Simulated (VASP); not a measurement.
Write the native input for VASP 6.6.1 that does the following.

```yaml
Task: single point
Functional: PBE
Potentials_or_basis: VASP PAW PBE potentials, release 64 (Cd, Te)
Cutoff: 520 eV
k_mesh: 9 × 9 × 9
Occupations: fermi-dirac, width 0.08 eV
Spin: no spin polarisation
Dipole_correction: no
Further_INCAR_settings: ALGO = Normal; EDIFF = 1e-07; NBANDS = 16
```

The structure of CdTe lies in POSCAR:

```
CdTe
1.0
    0.0000000000      3.2678590959      3.2678590959
    3.2678590959      0.0000000000      3.2678590959
    3.2678590959      3.2678590959      0.0000000000
Cd Te
1 1
Direct
    0.0000000000      0.0000000000      0.0000000000
    0.7500000000      0.7500000000      0.7500000000
```

This cell differs from its parent crystal: volume scaled by 1.06.

These files were run (other wordings do the same):

INCAR

```
ALGO = Normal
EDIFF = 1E-7
ENCUT = 520
GGA = PE
ISIF = 2
ISMEAR = -1
LASPH = True
LCHARG = False
LREAL = False
LWAVE = False
NBANDS = 16
NELM = 60
PREC = Accurate
SIGMA = 0.08
```

KPOINTS

```
k-points
0
Gamma
  9 9 9
```

Potentials or basis: VASP PAW PBE potentials, release 64 (Cd, Te).

Run with:

```sh
$ cat potpaw_PBE.64/Cd/POTCAR potpaw_PBE.64/Te/POTCAR > POTCAR
$ mpirun -np 1 vasp_std > vasp.out
```

Results of the run:

```yaml
Pressure: 1.6 GPa
Band_gap_on_the_k_mesh: 0.69 eV, direct
```

Caveat: spin-orbit coupling is left out, which moves the levels of the heavy elements.

Run time: 24 s on 1 thread of Intel(R) Xeon(R) 6975P-C (Granite Rapids), on a shared host, peak memory 0.21 GiB.
